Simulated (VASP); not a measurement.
# Mo: single point with RPBE

The system is Mo.

```xyz
1
Lattice="2.6176 0.0000 0.0000 0.0000 2.6176 0.0000 0.0000 0.0000 2.6176" Properties=species:S:1:pos:R:3 pbc="T T T"
Mo    0.0000    0.0000    0.0000
```

```
Program                : VASP 6.6.1
Task                   : single point
Functional             : RPBE
Potentials or basis    : VASP PAW PBE potentials, release 64 (Mo_sv)
Cutoff                 : 520 eV
k mesh                 : 12 × 12 × 12
Occupations            : fermi-dirac, width 0.1 eV
Spin                   : no spin polarisation
Dipole correction      : no
Further INCAR settings : ALGO = Normal; EDIFF = 1e-06; NBANDS = 13
```

- Pressure: 0.4 GPa
- Band gap on the k mesh: zero (band 7 reaches 11.81 eV, above the bottom of band 8 at 9.71 eV)

Levels at points of the mesh, in eV from the Fermi level:
| k point | band 4 | band 5 | band 6 | band 7 | band 8 | band 9 | band 10 | band 11 |
| --- | --- | --- | --- | --- | --- | --- | --- | --- |
| (0.00, 0.00, 0.00) | -34.38 | -6.33 | -4.00 | -4.00 | 3.77 | 3.77 | 3.77 | 15.40 |
| (0.50, 0.00, 0.00) | -34.25 | -3.36 | -3.14 | 0.13 | 0.69 | 0.69 | 4.09 | 8.94 |
| (0.50, 0.50, 0.00) | -34.13 | -5.08 | -2.16 | 1.32 | 1.32 | 5.73 | 5.73 | 5.91 |
| (0.50, 0.50, 0.50) | -35.39 | -3.54 | -3.54 | -3.54 | 6.12 | 6.12 | 7.81 | 12.59 |

It took 7.4 s on 1 thread of Intel(R) Xeon(R) 6975P-C (Granite Rapids) (shared host), peak memory 0.13 GiB.

Caveat: the PAW data sets were made with another functional, which shifts forces and pressure a little.
